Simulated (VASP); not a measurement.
Here is a VASP 6.6.1 calculation.

The input INCAR:

```
PREC = Accurate
ENCUT = 600
EDIFF = 1E-6
ISMEAR = 0
SIGMA = 0.05
LREAL = False
LASPH = True
NELM = 120
ALGO = Normal
ISIF = 2
LWAVE = False
LCHARG = False
GGA = CA
NBANDS = 73
GGA_COMPAT = False
```

File KPOINTS:

```
regular mesh
0
Gamma
  7 7 3
```

File POSCAR:

```
BaTiO3
1.0
    2.7879170996     -1.6096046879     -2.2805008955
    0.0000000000      3.2192093758     -2.2805008955
    8.8944051027      5.1351871803      7.2739862744
Ba Ti O
3 3 9
Direct
    0.9992772896      0.9992772896      0.8635042645
    0.9994228386      0.9994228386      0.2365663284
    0.9993500641      0.9993500641      0.5500352965
    0.4906426119      0.4906426119      0.0825953782
    0.4905698374      0.4905698374      0.3960643462
    0.4904970629      0.4904970629      0.7095333143
    0.5089496487      0.0132076270      0.0768571079
    0.5088768742      0.0131348525      0.3903260759
    0.5088040997      0.0130620780      0.7037950439
    0.0132076270      0.5089496487      0.0768571079
    0.0131348525      0.5088768742      0.3903260759
    0.0130620780      0.5088040997      0.7037950439
    0.5089135713      0.5089135713      0.2322568478
    0.5088407968      0.5088407968      0.5457258158
    0.5087680223      0.5087680223      0.8591947839
```

Potentials or basis: VASP PAW LDA potentials, release 64 (Ba_sv, Ti_sv, O).

Launch:

```console
$ cat potpaw_LDA.64/Ba_sv/POTCAR potpaw_LDA.64/Ti_sv/POTCAR potpaw_LDA.64/O/POTCAR > POTCAR
$ mpirun -np 1 vasp_std > vasp.out
```

(1) What does it give for the pressure?

(2) What does it give for the band gap on the k mesh?

Results:

(1) -2.1 GPa.

(2) 1.76 eV (least direct gap 2.37 eV).

Caveat: the cell differs from its parent crystal (the distance across one plane changed); spin-orbit coupling is left out, which moves the levels of the heavy elements; forces of over 1 eV/Å act on the atoms, so gaps and moduli don't describe the material at rest.
